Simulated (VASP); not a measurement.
A run of VASP 6.6.1 is set up as follows.

Contents of POSCAR:

```
ZnS
1.0
    0.0000000000      2.7046500000      2.7046500000
    2.7046500000      0.0000000000      2.7046500000
    2.7046500000      2.7046500000      0.0000000000
Zn S
1 1
Direct
    0.0415950308      0.0415950308     -0.1592435441
    0.7500000000      0.7500000000      0.7500000000
```

Contents of INCAR.step1:

```
PREC = Accurate ; ENCUT = 520
ISMEAR = 0 ; SIGMA = 0.05
LREAL = False ; LASPH = True
NELM = 80 ; NBANDS = 16
GGA = PE ; ALGO = Normal
EDIFF = 1E-4 ; LWAVE = True
LCHARG = False
```

Contents of INCAR.step2:

```
PREC = Accurate ; ENCUT = 520
EDIFF = 1E-7 ; ISMEAR = 0
SIGMA = 0.05 ; LREAL = False
LASPH = True ; NELM = 80
ALGO = Normal ; ISIF = 2
LWAVE = False ; LCHARG = True
METAGGA = R2SCAN ; LMIXTAU = True
LELF = True ; LVHAR = True
NBANDS = 16 ; ISTART = 1
```

The input KPOINTS:

```
Automatic mesh
0
Gamma
  8 8 8
```

Potentials or basis: VASP PAW PBE potentials, release 64 (Zn, S).

The run is started by

```sh
$ cat potpaw_PBE.64/Zn/POTCAR potpaw_PBE.64/S/POTCAR > POTCAR
$ cp INCAR.step1 INCAR
$ mpirun -np 1 vasp_std > vasp.out
$ cp INCAR.step2 INCAR
$ mpirun -np 1 vasp_std > vasp.out
```

Q: What does it give for the band gap on the k mesh?

A: 2.75 eV.

Q: What does it give for the largest force?

A: 1.252 eV/Å.

Q: Estimate the pressure.

A: 3.3 GPa.

Stress tensor (GPa, compression positive):
```
2.46 0.65 3.56
0.65 2.46 3.56
3.56 3.56 4.89
```

Caveat: the cell differs from its parent crystal (atom 1 (Zn) moved by (-0.450, +0.225) A along [1 1 0] and z); the cell stands under pressure; the PAW data sets were made with another functional, which shifts forces and pressure a little.
